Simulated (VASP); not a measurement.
# Ca5Ta in VASP: single point with PBE

Aim: the single point of Ca5Ta with PBE.

Everything below comes from runs of VASP 6.6.1. Logs are shortened: lines on timing, memory, paths and dates and some standing lists are left out, and cuts for length are marked.

### Step 1. The cell of the first run

The cell holds a sheet with vacuum, 6 atoms: a = 5.220 Å, b = 5.220 Å, c = 32.584 Å, α = 90.00°, β = 90.00°, γ = 90.00°.

The cell was generated, and may not be a known phase.

### Step 2. Single point, PBE

INCAR reads:

```
PREC = Accurate
ENCUT = 520
EDIFF = 1E-6
ISMEAR = 0
SIGMA = 0.1
LREAL = False
LASPH = True
NELM = 100
ALGO = Normal
ISIF = 2
LWAVE = False
LCHARG = True
LDIPOL = True
IDIPOL = 3
DIPOL = 0.5 0.5 0.261
GGA = PE
LELF = True
LVHAR = True
LVACPOTAV = True
NBANDS = 40
```

KPOINTS reads:

```
regular mesh
0
Gamma
  8 8 1
```

POSCAR reads:

```
Ca5Ta
1.0
    5.2202852222      0.0000000000      0.0000000000
    0.0000000000      5.2202852222      0.0000000000
    0.0000000000      0.0000000000     32.5836551133
Ca Ta
5 1
Direct
    1.0000000000      0.5000000000      0.3280216044
    0.5000000000      0.0000000000      0.3280216044
    1.0000000000      0.5000000000      0.1937123735
    0.5000000000      0.0000000000      0.1937123735
    0.0000000000      0.0000000000      0.2608669890
    0.5000000000      0.5000000000      0.2608669890
```

Potentials or basis: VASP PAW PBE potentials, release 64 (Ca_sv, Ta_pv).

Command:

```
$ cat potpaw_PBE.64/Ca_sv/POTCAR potpaw_PBE.64/Ta_pv/POTCAR > POTCAR
$ mpirun -np 1 vasp_std > vasp.out
```

OUTCAR:

```text
PREC = Accurate
   ENCUT = 520
   EDIFF = 1E-6
   ISMEAR = 0
   LREAL = False
   LASPH = True
   NELM = 100
   ISIF = 2
   GGA = PE

 ion  position               nearest neighbor table
   1  0.000  0.500  0.328-
   2  0.500  0.000  0.328-
   3  0.000  0.500  0.194-
   4  0.500  0.000  0.194-
   5  0.000  0.000  0.261-
   6  0.500  0.500  0.261-

  LATTYP: Found a simple tetragonal cell.
 ALAT       =     5.2202852222
 C/A-ratio  =     6.2417384734

  Lattice vectors:

 A1 = (   5.2202852222,   0.0000000000,   0.0000000000)
 A2 = (   0.0000000000,   5.2202852222,   0.0000000000)
 A3 = (   0.0000000000,   0.0000000000,  32.5836551133)

Analysis of symmetry for initial positions (statically):
=====================================================================
 Subroutine PRICEL returns:
 Original cell was already a primitive cell.

 Routine SETGRP: Setting up the symmetry group for a
 simple tetragonal supercell.

 Subroutine GETGRP returns: Found 16 space group operations
 (whereof  8 operations were pure point group operations)
 out of a pool of 16 trial point group operations.

The static configuration has the point symmetry C_4v.
 The point group associated with its full space group is D_4h.

Analysis of symmetry for dynamics (positions and initial velocities):
=====================================================================
 Subroutine PRICEL returns:
 Original cell was already a primitive cell.

 Routine SETGRP: Setting up the symmetry group for a
 simple tetragonal supercell.

 Subroutine GETGRP returns: Found 16 space group operations
 (whereof  8 operations were pure point group operations)
 out of a pool of 16 trial point group operations.

The dynamic configuration has the point symmetry C_4v.
 The point group associated with its full space group is D_4h.

 Subroutine INISYM returns: Found 16 space group operations
 (whereof  8 operations are pure point group operations),
 and found     1 'primitive' translations

----------------------------------------------------------------------------------------

                                     Primitive cell

  volume of cell :     887.9495

  direct lattice vectors                    reciprocal lattice vectors
     5.220285222  0.000000000  0.000000000     0.191560414  0.000000000  0.000000000
     0.000000000  5.220285222  0.000000000     0.000000000  0.191560414  0.000000000
     0.000000000  0.000000000 32.583655113     0.000000000  0.000000000  0.030690234

  length of vectors
     5.220285222  5.220285222 32.583655113     0.191560414  0.191560414  0.030690234

  position of ions in fractional coordinates (direct lattice)
     0.000000000  0.500000000  0.328021604
     0.500000000  0.000000000  0.328021604
     0.000000000  0.500000000  0.193712373
     0.500000000  0.000000000  0.193712373
     0.000000000  0.000000000  0.260866989
     0.500000000  0.500000000  0.260866989

  ion indices of the primitive-cell ions
   primitive index   ion index
                 1           1
                 2           2
                 3           3
                 4           4
                 5           5
                 6           6

----------------------------------------------------------------------------------------

 KPOINTS: regular mesh

Automatic generation of k-mesh.
 Grid dimensions read from file:
 generate k-points for:    8    8    1

 Generating k-lattice:

  Cartesian coordinates                     Fractional coordinates (reciprocal lattice)
     0.023945052  0.000000000  0.000000000     0.125000000  0.000000000  0.000000000
     0.000000000  0.023945052  0.000000000     0.000000000  0.125000000  0.000000000
     0.000000000  0.000000000  0.030690234     0.000000000  0.000000000  1.000000000

  Length of vectors
     0.023945052  0.023945052  0.030690234

  Shift w.r.t. Gamma in fractional coordinates (k-lattice)
     0.000000000  0.000000000  0.000000000

 Subroutine IBZKPT returns following result:
 ===========================================

 Found     15 irreducible k-points:

 Following reciprocal coordinates:
            Coordinates               Weight
  0.000000  0.000000  0.000000      1.000000
  0.125000  0.000000  0.000000      4.000000
  0.250000  0.000000  0.000000      4.000000
  0.375000  0.000000  0.000000      4.000000
  0.500000  0.000000  0.000000      2.000000
  0.125000  0.125000  0.000000      4.000000
  0.250000  0.125000  0.000000      8.000000
  0.375000  0.125000  0.000000      8.000000
  0.500000  0.125000  0.000000      4.000000
  0.250000  0.250000  0.000000      4.000000
  0.375000  0.250000  0.000000      8.000000
  0.500000  0.250000  0.000000      4.000000
  0.375000  0.375000  0.000000      4.000000
  0.500000  0.375000  0.000000      4.000000
  0.500000  0.500000  0.000000      1.000000
   k-points           NKPTS =     15   k-points in BZ     NKDIM =     15   number of bands    NBANDS=     40
   number of dos      NEDOS =    301   number of ions     NIONS =      6
   total plane-waves  NPLWV = 400000
   dimension x,y,z NGX =    40 NGY =   40 NGZ =  250
   dimension x,y,z NGXF=    80 NGYF=   80 NGZF=  500
   ions per type =               5   1
   NGX,Y,Z   is equivalent  to a cutoff of  12.74, 12.74, 12.76 a.u.
   NGXF,Y,Z  is equivalent  to a cutoff of  25.48, 25.48, 25.51 a.u.
 SYSTEM =  unknown system
   PREC   = accura    normal or accurate (medium, high low for compatibility)
   ISTART =      0    job   : 0-new  1-cont  2-samecut
   ICHARG =      2    charge: 1-file 2-atom 10-const
   ISPIN  =      1    spin polarized calculation?
   LNONCOLLINEAR =      F non collinear calculations
   LSORBIT =      F    spin-orbit coupling
   LASPH  =      T    aspherical Exc in radial PAW
   ENCUT  =  520.0 eV  38.22 Ry    6.18 a.u.   9.71  9.71 60.58*2*pi/ulx,y,z
   NELM   =    100;   NELMIN=  2; NELMDL= -5     # of ELM steps
   EDIFF  = 0.1E-05   stopping-criterion for ELM
   LREAL  =      F    real-space projection
   EDIFFG = 0.1E-04   stopping-criterion for IOM
   NSW    =      0    number of steps for IOM
   IBRION =     -1    ionic relax: 0-MD 1-quasi-New 2-CG
   NFREE  =      0    steps in history (QN), initial steepest desc. (CG)
   ISIF   =      2    stress and relaxation
   ISYM   =      2    0-nonsym 1-usesym 2-fastsym
   POTIM  = 0.5000    time-step for ionic-motion
   TEBEG  =    0.0;   TEEND  =   0.0 temperature during run
   PSTRESS=    0.0 pullay stress
   NELECT =      61.0000    total number of electrons
   NUPDOWN=      -1.0000    fix difference up-down
   EMIN   =  10.00;   EMAX   =-10.00  energy-range for DOS
   EFERMI =   0.00;   METHOD = LEGACY
   ISMEAR =     0;   SIGMA  =   0.10  broadening in eV -4-tet -1-fermi 0-gaus
   EFERMI_NEDOS =   21; number of points for ismear=-14 and -15
   IALGO  =     38    algorithm
   IMIX   =      4    mixing-type and parameters
     AMIX     =   0.40;   BMIX     =  1.00
     AMIX_MAG =   1.60;   BMIX_MAG =  1.00
  volume/ion in A,a.u.               =     147.99       998.70
  Fermi-wavevector in a.u.,A,eV,Ry     =   0.670484  1.267032  6.116490  0.449549
  Thomas-Fermi vector in A             =   1.746016
   LORBIT       =      0    0 simple, 1 ext, 2 COOP (PROOUT), +10 PAW based schemes
   GGA     = PE    functional components
   LHFCALC =     F    Hartree Fock is set to
   AEXX    =    0.0000 exact exchange contribution
   IVDW    =     0    specifies the selected vdW correction
   LEPSILON=     F    determine dielectric tensor
   LRPA    =     F    only Hartree local field effects (RPA)
 non-spin polarized calculation
 Gauss-broadening in eV      SIGMA  =   0.10
  energy-cutoff  :      520.00
  volume of cell :      887.95
 maximum number of plane-waves:     24004
 NGX is ok and might be reduce to    40
   NGX = 19   NGY = 19   NGZ =121

 dipolmoment           0.000000      0.000000     -0.000007 electrons x Angstroem

 number of electron      61.0000012 magnetization

 dipolmoment           0.000000      0.000000      0.000006 electrons x Angstroem

 Free energy of the ion-electron system (eV)
  ---------------------------------------------------
  ext. energy  EPLUGINS =         0.00000000
  ---------------------------------------------------
  free energy    TOTEN  =       -17.16327454 eV

  energy without entropy =      -17.12306114  energy(sigma->0) =      -17.14316784

 E-fermi :  -1.3245     XC(G=0):  -2.4888

 val. band max:       -1.3302470255   @ k =   0.3750   0.1250   0.0000
 cond. band min:      -1.3188892444   @ k =   0.5000   0.1250   0.0000
 fundamental gap:      0.0113577811
 Fermi energy:        -1.3244996989

 k-point     1 :       0.0000    0.0000    0.0000
  band No.  band energies     occupation
      1     -43.0435      2.00000
      2     -43.0424      2.00000
      3     -43.0228      2.00000
      4     -43.0224      2.00000
      5     -42.2125      2.00000
      6     -35.7933      2.00000
[... 32 lines left out ...]
     39       0.8434      0.00000
     40       0.8450      0.00000

 k-point     2 :       0.1250    0.0000    0.0000
  band No.  band energies     occupation
      1     -43.0427      2.00000
      2     -43.0416      2.00000
      3     -43.0236      2.00000
      4     -43.0231      2.00000
      5     -42.2125      2.00000
      6     -35.7933      2.00000
[... 32 lines left out ...]
     39       0.8574      0.00000
     40       0.8698      0.00000

 k-point     3 :       0.2500    0.0000    0.0000
  band No.  band energies     occupation
      1     -43.0404      2.00000
      2     -43.0394      2.00000
      3     -43.0258      2.00000
      4     -43.0253      2.00000
      5     -42.2127      2.00000
      6     -35.7934      2.00000
[... 32 lines left out ...]
     39       0.3979      0.00000
     40       0.8437      0.00000

 k-point     4 :       0.3750    0.0000    0.0000
  band No.  band energies     occupation
      1     -43.0370      2.00000
      2     -43.0362      2.00000
      3     -43.0291      2.00000
      4     -43.0285      2.00000
      5     -42.2128      2.00000
      6     -35.7935      2.00000
[... 32 lines left out ...]
     39       0.2658      0.00000
     40       0.6155      0.00000
[... 385 lines left out ...]
     39       0.2929      0.00000
     40       0.3944      0.00000

 k-point    14 :       0.5000    0.3750    0.0000
  band No.  band energies     occupation
      1     -43.0328      2.00000
      2     -43.0328      2.00000
      3     -43.0322      2.00000
      4     -43.0322      2.00000
      5     -42.2132      2.00000
      6     -35.7937      2.00000
[... 32 lines left out ...]
     39       0.1939      0.00000
     40       0.3099      0.00000

 k-point    15 :       0.5000    0.5000    0.0000
  band No.  band energies     occupation
      1     -43.0328      2.00000
      2     -43.0328      2.00000
      3     -43.0322      2.00000
      4     -43.0322      2.00000
      5     -42.2133      2.00000
      6     -35.7937      2.00000
[... 32 lines left out ...]
     39       0.1159      0.00000
     40       0.1288      0.00000

------------------------ aborting loop because EDIFF is reached ----------------------------------------

  FORCE on cell =-STRESS in cart. coord.  units (eV):
  Direction    XX          YY          ZZ          XY          YZ          ZX
  --------------------------------------------------------------------------------------
  -------------------------------------------------------------------------------------
  Total        0.0047110      0.0047110      0.0176842      0.0000000      0.0000000      0.0000000
  in kB        0.0085004      0.0085004      0.0319085      0.0000000      0.0000000      0.0000000
  external PRESSURE =       0.0163031 kB  Pullay stress =       0.0000000 kB

 VOLUME and BASIS-vectors are now :
 -----------------------------------------------------------------------------
  energy-cutoff  :      520.00
  volume of cell :      887.95
      direct lattice vectors                 reciprocal lattice vectors
     5.220285222  0.000000000  0.000000000     0.191560414  0.000000000  0.000000000
     0.000000000  5.220285222  0.000000000     0.000000000  0.191560414  0.000000000
     0.000000000  0.000000000 32.583655113     0.000000000  0.000000000  0.030690234

 POSITION                                       TOTAL-FORCE (eV/Angst)
 -----------------------------------------------------------------------------------
      0.00000      2.61014     10.68814         0.000000     -0.000000      0.007118
      2.61014      0.00000     10.68814         0.000000     -0.000000      0.007118
      0.00000      2.61014      6.31186         0.000000      0.000000     -0.007118
      2.61014      0.00000      6.31186         0.000000     -0.000000     -0.007118
      0.00000      0.00000      8.50000        -0.000000     -0.000000      0.000000
      2.61014      2.61014      8.50000         0.000000      0.000000      0.000000
 -----------------------------------------------------------------------------------
    total drift:                               -0.000000     -0.000000      0.000075

  FREE ENERGIE OF THE ION-ELECTRON SYSTEM (eV)
  ---------------------------------------------------
  free  energy   TOTEN  =       -17.1632745356 eV

  energy  without entropy=      -17.1230611360  energy(sigma->0) =      -17.14316784

 vacuum level on the upper side and lower side of the slab         1.258         1.258
```

Run time: 30 min. Hardware: 1 thread of Intel Xeon 8259CL, shared host; peak memory 1.1 GiB.

What came out:

```yaml
Free_energy: -17.1633 eV
Largest_force: 0.007 eV/Å
Band_gap_on_the_k_mesh: zero (an odd number of electrons rules out a gap without spin polarisation)
```

Forces in eV/Å, atoms in the order of the input:
```
Ca   0.000  0.000  0.007
Ca   0.000  0.000  0.007
Ca   0.000  0.000 -0.007
Ca   0.000  0.000 -0.007
Ca   0.000  0.000  0.000
Ta   0.000  0.000  0.000
```

Caveat: spin-orbit coupling is left out, which moves the levels of the heavy elements.
